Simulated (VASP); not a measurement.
Crystal: Au.

```xyz
1
Lattice="0.0000 2.0400 2.0400 2.0400 0.0000 2.0400 2.0400 2.0400 0.0000" Properties=species:S:1:pos:R:3 pbc="T T T"
Au    0.0000    0.0000    0.0000
```

| Quantity | Value |
| --- | --- |
| Program | VASP 6.6.1 |
| Task | relaxation of cell and atoms |
| Functional | LDA |
| Potentials or basis | VASP PAW LDA potentials, release 64 (Au) |
| Cutoff | 600 eV |
| k mesh | 23 × 23 × 23 |
| Occupations | methfessel-paxton, width 0.1 eV |
| Spin | no spin polarisation |

At the start: pressure -3.9 GPa; volume 16.98 Å³/atom.

**Question.** Where does the relaxation end?

**Answer.** Over 4 steps the energy falls by 4.5 meV/atom and the volume is 16.62 Å³/atom (-2.1 %); space group Fm-3m (No. 225, to 0.1 Å) before and after.

Step by step:
| step | energy change (eV) | largest force (eV/Å) | pressure (GPa) | volume (Å³) |
| --- | --- | --- | --- | --- |
| 1 | 0.0000 | 0.0000 | -3.88 | 16.98 |
| 2 | 0.0111 | 0.0000 | 8.28 | 15.99 |
| 3 | -0.0045 | 0.0000 | -0.05 | 16.62 |
| 4 | -0.0045 | 0.0000 | 0.03 | 16.62 |

Final structure:
```
Au
1.0
     0.00000    2.02533    2.02533
     2.02533    0.00000    2.02533
     2.02533    2.02533    0.00000
Au
1
Direct
  0.00000 0.00000 0.00000
```
